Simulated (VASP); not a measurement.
# S: single point with r2SCAN

The system is S.

```
S
1.0
     2.54839    0.00000    0.00000
     0.00000    2.54839    0.00000
     0.00000    0.00000    2.54839
S
1
Direct
  0.00000 0.00000 0.00000
```

This isn't the form of S at room conditions, which is orthorhombic, of S8 rings.

| Property | Result |
| --- | --- |
| Program | VASP 6.6.1 |
| Task | single point |
| Functional | r2SCAN |
| Potentials or basis | VASP PAW PBE potentials, release 64 (S) |
| Cutoff | 520 eV |
| k mesh | 6 × 6 × 6 |
| Occupations | gaussian, width 0.1 eV |
| Spin | no spin polarisation |

```json
{
  "Pressure": "0.0 GPa",
  "Band gap on the k mesh": "zero (bands 3 and 4 overlap by 7.59 eV)"
}
```

Levels at points of the mesh, in eV from the Fermi level:
| k point | band 1 | band 2 | band 3 | band 4 | band 5 | band 6 | band 7 |
| --- | --- | --- | --- | --- | --- | --- | --- |
| (0.00, 0.00, 0.00) | -18.30 | 1.57 | 1.57 | 1.57 | 7.54 | 7.54 | 11.44 |
| (0.50, 0.00, 0.00) | -15.26 | -8.86 | 3.30 | 3.30 | 9.68 | 14.49 | 14.49 |
| (0.50, 0.50, 0.00) | -12.15 | -6.43 | -6.43 | 2.64 | 4.84 | 14.81 | 16.59 |
| (0.50, 0.50, 0.50) | -8.77 | -4.30 | -4.30 | -4.30 | 5.93 | 5.93 | 5.93 |

Wall time 4.9 s on 1 thread of Intel(R) Xeon(R) 6975P-C (Granite Rapids), on a shared host, peak memory 0.12 GiB.

Caveat: the k points lie up to 0.41 Å⁻¹ apart, too coarse for converged energies and pressures of a metal; the PAW data sets were made with another functional, which shifts forces and pressure a little.
